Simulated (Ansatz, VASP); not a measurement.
## Si in VASP and in Ansatz

```xyz
2
Lattice="1.8722 1.0809 3.4717 -1.8722 1.0809 3.4717 0.0000 -2.1618 3.4717" Properties=species:S:1:pos:R:3 pbc="T T T"
Si    0.0000    0.0000    2.3699
Si    0.0000    0.0000    8.0453
```

Alike in both runs: task single point; functional r2SCAN; k mesh 6 × 6 × 6; occupations gaussian, width 0.1 eV; no spin polarisation.

|  | VASP | Ansatz |
| --- | --- | --- |
| version | VASP 6.6.1 | Ansatz 0.2.0 |
| potentials or method | VASP PAW PBE potentials, release 64 (Si), cutoff 550 eV | scalar-relativistic, plane waves, PAW |
| valence electrons in the cell | 8 | 8 |

```csv
,VASP,Ansatz,Ansatz less VASP
gap on the k mesh at the Fermi level (eV),none,none,-
pressure (GPa),-11.7,-11.6,+0.04
"traceless stress, the component that is largest in VASP (GPa)",-2.76,-2.75,+0.009
rms of the force components (eV/Å),0.263,0.258,-0.0051
```

VASP's potentials were made for PBE, not for r2SCAN. Atom by atom the forces differ by 0.005 eV/Å (rms over components). A gap of «none» marks a metal or a gap that the smearing closes. The functional is the same, so the differences come from potentials, cutoffs and numerics.
